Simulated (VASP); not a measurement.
Set up this calculation in VASP 6.6.1, as the native input.

```
Task                   : single point
Functional             : PBE
Potentials or basis    : VASP PAW PBE potentials, release 64 (In_d)
Cutoff                 : 520 eV
k mesh                 : 20 × 20 × 20
Occupations            : gaussian, width 0.15 eV
Spin                   : no spin polarisation
Dipole correction      : no
Further INCAR settings : ALGO = Fast; EDIFF = 1e-07; NBANDS = 12
```

The structure of In lies in POSCAR:

```
In
1.0
   -1.6464768750      1.6058231250      2.4739500000
    1.6464768750     -1.6058231250      2.4739500000
    1.6464768750      1.6058231250     -2.4739500000
In
1
Direct
    0.0000000000      0.0000000000      0.0000000000
```

This cell differs from its parent crystal: strain +0.0125 x Voigt [1, -1, 0, 0, 0, 0].

These files were run (other wordings do the same):

INCAR

```
SYSTEM = In
PREC = Accurate
ENCUT = 520
EDIFF = 1E-7
ISMEAR = 0
SIGMA = 0.15
LREAL = .False.
LASPH = .True.
NELM = 80
ALGO = Fast
ISIF = 2
LWAVE = .False.
LCHARG = .False.
GGA = PE
NBANDS = 12
```

KPOINTS

```
Automatic mesh
0
Gamma
  20 20 20
  0 0 0
```

Potentials or basis: VASP PAW PBE potentials, release 64 (In_d).

Run with:

```sh
$ cat potpaw_PBE.64/In_d/POTCAR > POTCAR
$ mpirun -np 1 vasp_std > vasp.out
```

Results of the run:

```json
{
  "Pressure": "2.0 GPa",
  "Band gap on the k mesh": "zero (an odd number of electrons rules out a gap without spin polarisation)"
}
```

Caveat: the cell differs from its parent crystal (strain +0.0125 x Voigt [1, -1, 0, 0, 0, 0]); spin-orbit coupling is left out, which moves the levels of the heavy elements.

Wall time 16 min on 1 thread of Intel Xeon 8259CL (shared host), peak memory 0.45 GiB.
